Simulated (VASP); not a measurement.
# LiTbH4 (Cmmm) in VASP: single point with PBE

Aim: the single point of LiTbH4 with PBE.

Everything below comes from runs of VASP 6.6.1. Logs are shortened: lines on timing, memory, paths and dates and some standing lists are left out, and cuts for length are marked.

**1. The cell of the first run**

It takes space group Cmmm (No. 65, orthorhombic). Conventional cell: a = 4.572 Å, b = 5.886 Å, c = 3.725 Å, α = 90.00°, β = 90.00°, γ = 90.00°. Within 2.5 Å of Li (site symmetry mmm) lie 8 H at 1.86 to 2.05 Å. Within 2.8 Å of Tb (site symmetry mmm) lie 14 H at 2.09 to 2.63 Å. Within 2.3 Å of H (site symmetry m2m) lie 5 H at 1.71 to 2.27 Å and 2 Li at 2.05 Å and 1 Tb at 2.09 Å. Within 2.5 Å of H (site symmetry 2/m) lie 2 Li at 1.86 Å and 6 H at 2.27 to 2.29 Å. H (site symmetry 2/m) has 2 Li at 1.86 Å and 6 H at 2.27 to 2.29 Å within 2.5 Å.

**2. Single point, PBE**

File INCAR:

```
SYSTEM = LiTbH4
  ALGO = Normal
  EDIFF = 1E-6
  ENCUT = 750
  GGA = PE
  GGA_COMPAT = .False.
  ISIF = 2
  ISMEAR = 0
  LASPH = .True.
  LCHARG = .True.
  LELF = .True.
  LMAXMIX = 6
  LREAL = .False.
  LVHAR = .True.
  LWAVE = .False.
  NBANDS = 28
  NELM = 200
  PREC = Accurate
  SIGMA = 0.2
```

File KPOINTS:

```
k-points
0
Gamma
  6 6 4
  0 0 0
```

File POSCAR:

```
LiTbH4
1.0
    0.0000000000      0.0000000000      3.7253219690
    2.2861229556     -2.9431349883      0.0000000000
    4.5722459111      5.8862699766      0.0000000000
Li Tb H
2 2 8
Direct
    0.5000000000      0.0000000000      0.0000000000
    0.5000000000      1.0000000000      0.5000000000
    0.0000000000      0.5000000000      0.2500000000
    0.0000000000      0.5000000000      0.7500000000
    0.0000000000      0.1451689913      0.4274155044
    0.0000000000      0.1451689913      0.9274155044
    0.0000000000      0.8548310087      0.0725844956
    0.0000000000      0.8548310087      0.5725844956
    0.5000000000      1.0000000000      0.2500000000
    0.5000000000      1.0000000000      0.7500000000
    0.5000000000      0.5000000000      1.0000000000
    0.5000000000      0.5000000000      0.5000000000
```

Potentials or basis: VASP PAW PBE potentials, release 64 (Li_sv, Tb_3, H), 4f in core.

Run with:

```sh
cat potpaw_PBE.64/Li_sv/POTCAR potpaw_PBE.64/Tb_3/POTCAR potpaw_PBE.64/H/POTCAR > POTCAR
mpirun -np 1 vasp_std > vasp.out
```

OUTCAR:

```text
SYSTEM = LiTbH4
   EDIFF = 1E-6
   ENCUT = 750
   GGA = PE
   ISIF = 2
   ISMEAR = 0
   LASPH = .True.
   LREAL = .False.
   NELM = 200
   PREC = Accurate

 ion  position               nearest neighbor table
   1  0.500  0.000  0.000-   3 2.95   4 2.95   3 2.95   4 2.95
   2  0.500  0.000  0.500-   4 2.95   3 2.95   4 2.95   3 2.95
   3  0.000  0.500  0.250-   5 2.09   7 2.09   2 2.95   1 2.95   2 2.95   1 2.95   4 3.73   4 3.73

   4  0.000  0.500  0.750-   6 2.09   8 2.09   1 2.95   2 2.95   1 2.95   2 2.95   3 3.73   3 3.73

   5  0.000  0.145  0.427-   3 2.09
   6  0.000  0.145  0.927-   4 2.09
   7  0.000  0.855  0.073-   3 2.09
   8  0.000  0.855  0.573-   4 2.09
   9  0.500  0.000  0.250-
  10  0.500  0.000  0.750-
  11  0.500  0.500  0.000-
  12  0.500  0.500  0.500-

  LATTYP: Found a simple monoclinic cell.
 ALAT       =     3.7267146024
 B/A-ratio  =     0.9996263107
 C/A-ratio  =     2.0000000000
 COS(beta)  =    -0.2473780251

  Lattice vectors:

 A1 = (   2.2861229556,  -2.9431349883,   0.0000000000)
 A2 = (   0.0000000000,   0.0000000000,  -3.7253219690)
 A3 = (   4.5722459111,   5.8862699766,   0.0000000000)

Analysis of symmetry for initial positions (statically):
=====================================================================
 Subroutine PRICEL returns following result:

  LATTYP: Found a base centered orthorhombic cell.
 ALAT       =     4.5722459111
 B/A-ratio  =     1.2873913807
 C/A-ratio  =     0.8147685058

  Lattice vectors:

 A1 = (   2.2861229556,  -2.9431349883,   0.0000000000)
 A2 = (   2.2861229555,   2.9431349883,   0.0000000000)
 A3 = (   0.0000000000,   0.0000000000,   3.7253219690)

   2 primitive cells build up your supercell.

 Routine SETGRP: Setting up the symmetry group for a
 simple monoclinic supercell.

 Subroutine GETGRP returns: Found  4 space group operations
 (whereof  4 operations were pure point group operations)
 out of a pool of  4 trial point group operations.

The static configuration has the point symmetry C_2h.

Analysis of symmetry for dynamics (positions and initial velocities):
=====================================================================
 Subroutine PRICEL returns following result:

  LATTYP: Found a base centered orthorhombic cell.
 ALAT       =     4.5722459111
 B/A-ratio  =     1.2873913807
 C/A-ratio  =     0.8147685058

  Lattice vectors:

 A1 = (   2.2861229556,  -2.9431349883,   0.0000000000)
 A2 = (   2.2861229555,   2.9431349883,   0.0000000000)
 A3 = (   0.0000000000,   0.0000000000,   3.7253219690)

   2 primitive cells build up your supercell.

 Routine SETGRP: Setting up the symmetry group for a
 simple monoclinic supercell.

 Subroutine GETGRP returns: Found  4 space group operations
 (whereof  4 operations were pure point group operations)
 out of a pool of  4 trial point group operations.

The dynamic configuration has the point symmetry C_2h.

 Subroutine INISYM returns: Found  4 space group operations
 (whereof  4 operations are pure point group operations),
 and found     2 'primitive' translations

----------------------------------------------------------------------------------------

                                     Primitive cell

  volume of cell :      50.1307

  direct lattice vectors                    reciprocal lattice vectors
     2.286122956 -2.943134988  0.000000000     0.218710896 -0.169886873  0.000000000
     2.286122956  2.943134988  0.000000000     0.218710896  0.169886873  0.000000000
     0.000000000  0.000000000  3.725321969     0.000000000  0.000000000  0.268433174

  length of vectors
     3.726714602  3.726714602  3.725321969     0.276940437  0.276940437  0.268433174

  position of ions in fractional coordinates (direct lattice)
     0.000000000  0.000000000  0.500000000
     0.500000000  0.500000000  0.000000000
     0.145168991  0.854831009  0.000000000
     0.854831009  0.145168991  0.000000000
     0.000000000  0.500000000  0.500000000
     0.500000000  0.000000000  0.500000000

  ion indices of the primitive-cell ions
   primitive index   ion index
                 1           1
                 2           3
                 3           6
                 4           7
                 5           9
                 6          11

----------------------------------------------------------------------------------------

 KPOINTS: k-points

Automatic generation of k-mesh.
 Grid dimensions read from file:
 generate k-points for:    6    6    4

 Generating k-lattice:

  Cartesian coordinates                     Fractional coordinates (reciprocal lattice)
     0.000000000  0.000000000  0.044738862     0.166666667  0.000000000  0.000000000
     0.036451816 -0.028314479  0.000000000     0.000000000  0.166666667  0.000000000
     0.027338862  0.021235859  0.000000000     0.000000000  0.000000000  0.250000000

  Length of vectors
     0.044738862  0.046156740  0.034617555

  Shift w.r.t. Gamma in fractional coordinates (k-lattice)
     0.000000000  0.000000000  0.000000000

 Subroutine IBZKPT returns following result:
 ===========================================

 Found     56 irreducible k-points:

 Following reciprocal coordinates:
            Coordinates               Weight
  0.000000  0.000000  0.000000      1.000000
  0.166667  0.000000  0.000000      2.000000
  0.333333  0.000000  0.000000      2.000000
  0.500000  0.000000  0.000000      1.000000
  0.000000  0.166667  0.000000      2.000000
  0.166667  0.166667  0.000000      4.000000
[... 16 lines left out ...]
  0.333333  0.166667  0.250000      4.000000
  0.500000  0.166667  0.250000      2.000000
 [... further k-points ...]
   k-points           NKPTS =     56   k-points in BZ     NKDIM =     56   number of bands    NBANDS=     28
   number of dos      NEDOS =    301   number of ions     NIONS =     12
   total plane-waves  NPLWV =  90720
   dimension x,y,z NGX =    36 NGY =   36 NGZ =   70
   dimension x,y,z NGXF=    72 NGYF=   72 NGZF=  140
   ions per type =               2   2   8
   NGX,Y,Z   is equivalent  to a cutoff of  16.07, 16.06, 15.61 a.u.
   NGXF,Y,Z  is equivalent  to a cutoff of  32.13, 32.12, 31.23 a.u.
 SYSTEM =  LiTbH4
   PREC   = accura    normal or accurate (medium, high low for compatibility)
   ISTART =      0    job   : 0-new  1-cont  2-samecut
   ICHARG =      2    charge: 1-file 2-atom 10-const
   ISPIN  =      1    spin polarized calculation?
   LNONCOLLINEAR =      F non collinear calculations
   LSORBIT =      F    spin-orbit coupling
   LASPH  =      T    aspherical Exc in radial PAW
   ENCUT  =  750.0 eV  55.12 Ry    7.42 a.u.   8.32  8.32 16.64*2*pi/ulx,y,z
   NELM   =    200;   NELMIN=  2; NELMDL= -5     # of ELM steps
   EDIFF  = 0.1E-05   stopping-criterion for ELM
   LREAL  =      F    real-space projection
   EDIFFG = 0.1E-04   stopping-criterion for IOM
   NSW    =      0    number of steps for IOM
   IBRION =     -1    ionic relax: 0-MD 1-quasi-New 2-CG
   NFREE  =      0    steps in history (QN), initial steepest desc. (CG)
   ISIF   =      2    stress and relaxation
   ISYM   =      2    0-nonsym 1-usesym 2-fastsym
   POTIM  = 0.5000    time-step for ionic-motion
   TEBEG  =    0.0;   TEEND  =   0.0 temperature during run
   PSTRESS=    0.0 pullay stress
   NELECT =      32.0000    total number of electrons
   NUPDOWN=      -1.0000    fix difference up-down
   EMIN   =  10.00;   EMAX   =-10.00  energy-range for DOS
   EFERMI =   0.00;   METHOD = LEGACY
   ISMEAR =     0;   SIGMA  =   0.20  broadening in eV -4-tet -1-fermi 0-gaus
   EFERMI_NEDOS =   21; number of points for ismear=-14 and -15
   IALGO  =     38    algorithm
   IMIX   =      4    mixing-type and parameters
     AMIX     =   0.40;   BMIX     =  1.00
     AMIX_MAG =   1.60;   BMIX_MAG =  1.00
  volume/ion in A,a.u.               =       8.36        56.38
  Fermi-wavevector in a.u.,A,eV,Ry     =   1.118786  2.114199 17.030165  1.251682
  Thomas-Fermi vector in A             =   2.255420
   LORBIT       =      0    0 simple, 1 ext, 2 COOP (PROOUT), +10 PAW based schemes
   GGA     = PE    functional components
   LHFCALC =     F    Hartree Fock is set to
   AEXX    =    0.0000 exact exchange contribution
   IVDW    =     0    specifies the selected vdW correction
   LEPSILON=     F    determine dielectric tensor
   LRPA    =     F    only Hartree local field effects (RPA)
 non-spin polarized calculation
 Gauss-broadening in eV      SIGMA  =   0.20
  energy-cutoff  :      750.00
  volume of cell :      100.26
 maximum number of plane-waves:      4725
 NGX is ok and might be reduce to    36
   NGX = 17   NGY = 17   NGZ = 33

 number of electron      31.9999998 magnetization

 Free energy of the ion-electron system (eV)
  ---------------------------------------------------
  ext. energy  EPLUGINS =         0.00000000
  ---------------------------------------------------
  free energy    TOTEN  =       -42.95495038 eV

  energy without entropy =      -42.93901129  energy(sigma->0) =      -42.94698083

 E-fermi :   3.6810     XC(G=0): -10.1390

 val. band max:        3.6192294773   @ k =   0.5000   0.0000   0.0000
 cond. band min:       3.7079473439   @ k =   0.1667   0.3333   0.0000
 fundamental gap:      0.0887178666
 Fermi energy:         3.6810027502

 k-point     1 :       0.0000    0.0000    0.0000
  band No.  band energies     occupation
      1     -42.6219      2.00000
      2     -42.6211      2.00000
      3     -19.6917      2.00000
      4     -19.4646      2.00000
      5     -19.4371      2.00000
      6     -19.4095      2.00000
[... 20 lines left out ...]
     27       8.3889      0.00000
     28       8.6740      0.00000

 k-point     2 :       0.1667    0.0000    0.0000
  band No.  band energies     occupation
      1     -42.6218      2.00000
      2     -42.6208      2.00000
      3     -19.6824      2.00000
      4     -19.5108      2.00000
      5     -19.4794      2.00000
      6     -19.4577      2.00000
[... 20 lines left out ...]
     27       9.7892      0.00000
     28       9.9162      0.00000

 k-point     3 :       0.3333    0.0000    0.0000
  band No.  band energies     occupation
      1     -42.6214      2.00000
      2     -42.6202      2.00000
      3     -19.6639      2.00000
      4     -19.6541      2.00000
      5     -19.6157      2.00000
      6     -19.4438      2.00000
[... 20 lines left out ...]
     27      10.9652      0.00000
     28      11.0077      0.00000

 k-point     4 :       0.5000    0.0000    0.0000
  band No.  band energies     occupation
      1     -42.6212      2.00000
      2     -42.6200      2.00000
      3     -19.7239      2.00000
      4     -19.6822      2.00000
      5     -19.6546      2.00000
      6     -19.4369      2.00000
[... 578 lines left out ...]
     27       8.7598      0.00000
     28       9.9886      0.00000

 k-point    23 :       0.3333    0.1667    0.2500
  band No.  band energies     occupation
      1     -42.6209      2.00000
      2     -42.6202      2.00000
      3     -19.6390      2.00000
      4     -19.6123      2.00000
      5     -19.5959      2.00000
      6     -19.5153      2.00000
[... 20 lines left out ...]
     27       9.1394      0.00000
     28       9.8622      0.00000

 k-point    24 :       0.5000    0.1667    0.2500
  band No.  band energies     occupation
      1     -42.6207      2.00000
      2     -42.6200      2.00000
      3     -19.7075      2.00000
      4     -19.6777      2.00000
      5     -19.5867      2.00000
      6     -19.5085      2.00000
[... 20 lines left out ...]
     27       9.1792      0.00000
     28       9.6302      0.00000

 [... further k-points ...]

------------------------ aborting loop because EDIFF is reached ----------------------------------------

  FORCE on cell =-STRESS in cart. coord.  units (eV):
  Direction    XX          YY          ZZ          XY          YZ          ZX
  --------------------------------------------------------------------------------------
  -------------------------------------------------------------------------------------
  Total        0.1618872      0.2748966     -0.4131194      0.0073715      0.0000000      0.0000000
  in kB        2.5869591      4.3928498     -6.6016516      0.1177971      0.0000000      0.0000000
  external PRESSURE =       0.1260524 kB  Pullay stress =       0.0000000 kB

 VOLUME and BASIS-vectors are now :
 -----------------------------------------------------------------------------
  energy-cutoff  :      750.00
  volume of cell :      100.26
      direct lattice vectors                 reciprocal lattice vectors
     0.000000000  0.000000000  3.725321969     0.000000000  0.000000000  0.268433174
     2.286122956 -2.943134988  0.000000000     0.218710896 -0.169886873  0.000000000
     4.572245911  5.886269977  0.000000000     0.109355448  0.084943437  0.000000000

 POSITION                                       TOTAL-FORCE (eV/Angst)
 -----------------------------------------------------------------------------------
      0.00000      0.00000      1.86266         0.000000      0.000000      0.000000
      2.28612      2.94313      1.86266         0.000000     -0.000000      0.000000
      2.28612      0.00000      0.00000         0.000000     -0.000000      0.000000
      4.57225      2.94313      0.00000         0.000000      0.000000      0.000000
      2.28612      2.08863      0.00000        -0.002911      0.024903     -0.000000
      4.57225      5.03177      0.00000        -0.002911      0.024903     -0.000000
      2.28612     -2.08863      0.00000         0.002911     -0.024903      0.000000
      4.57225      0.85450      0.00000         0.002911     -0.024903      0.000000
      1.14306      1.47157      1.86266         0.000000     -0.000000     -0.000000
      3.42918      4.41470      1.86266         0.000000      0.000000     -0.000000
      1.14306     -1.47157      1.86266         0.000000     -0.000000      0.000000
      3.42918      1.47157      1.86266         0.000000      0.000000      0.000000
 -----------------------------------------------------------------------------------
    total drift:                               -0.000000     -0.000000      0.000000

  FREE ENERGIE OF THE ION-ELECTRON SYSTEM (eV)
  ---------------------------------------------------
  free  energy   TOTEN  =       -42.9549503772 eV

  energy  without entropy=      -42.9390112857  energy(sigma->0) =      -42.94698083
```

It took 4 min on 1 thread of Intel Xeon Platinum 8259CL at 2.50GHz (Skylake/Cascade Lake), shared host; peak memory 0.45 GiB.

Results:

```
Free energy            : -42.9550 eV
Pressure               : 0.0 GPa
Largest force          : 0.025 eV/Å
Band gap on the k mesh : zero (bands 16 and 17 overlap by 1.15 eV)
```

Forces on the atoms (eV/Å):
```
Li   0.000  0.000  0.000
Li   0.000  0.000  0.000
Tb   0.000  0.000  0.000
Tb   0.000  0.000  0.000
H   -0.003  0.025  0.000
H   -0.003  0.025  0.000
H    0.003 -0.025  0.000
H    0.003 -0.025  0.000
H    0.000  0.000  0.000
H    0.000  0.000  0.000
H    0.000  0.000  0.000
H    0.000  0.000  0.000
```

Caveat: spin-orbit coupling is left out, which moves the levels of the heavy elements; the 4f electrons are frozen in the core, so they carry no moment and show no levels. Spin polarisation is off, so any magnetic state and its effect on volume and gap are missing.
